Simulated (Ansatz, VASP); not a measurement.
## One calculation of SnO2, two programs

```
CELL_PARAMETERS angstrom
-1.98611 2.03577 5.09017
1.98611 -2.03577 5.09017
1.98611 2.03577 -5.09017
ATOMIC_POSITIONS crystal
Sn 0.75000 0.25000 0.50000
Sn 0.00000 0.00000 0.00000
O 0.79700 0.79700 0.00000
O 0.95300 0.45300 0.50000
O 0.20300 0.20300 0.00000
O 0.54700 0.04700 0.50000
```

Change from the starting cell: strain +0.0250 x Voigt [0, 1, 0, 0, 0, 0], atoms carried along.

Alike in both runs: task single point; functional LDA; k mesh 10 × 10 × 10; occupations gaussian, width 0.05 eV; no spin polarisation.

|  | VASP | Ansatz |
| --- | --- | --- |
| version | VASP 6.6.1 | Ansatz 0.2.0 |
| potentials or method | VASP PAW LDA potentials, release 64 (Sn_d, O), cutoff 520 eV | scalar-relativistic, plane waves, PAW |
| valence electrons in the cell | 52 | 52 |

VASP gave:

```
gap on the k mesh at the Fermi level (eV)                     : 1.55
least direct gap on the mesh (eV)                             : 1.81
pressure (GPa)                                                : -3.1
traceless stress, the component that is largest in VASP (GPa) : -4.64
rms of the force components (eV/Å)                            : 0.173
```

Problem. Estimate Ansatz's values.

Solution. gap on the k mesh at the Fermi level (eV): 1.52; least direct gap on the mesh (eV): 1.78; pressure (GPa): -3.9; traceless stress, the component that is largest in VASP (GPa): -4.43; rms of the force components (eV/Å): 0.172.

LDA's correlation is that of Perdew and Zunger in VASP and of Perdew and Wang (1992) in Ansatz. Atom by atom the forces differ by 0.019 eV/Å (rms over components).
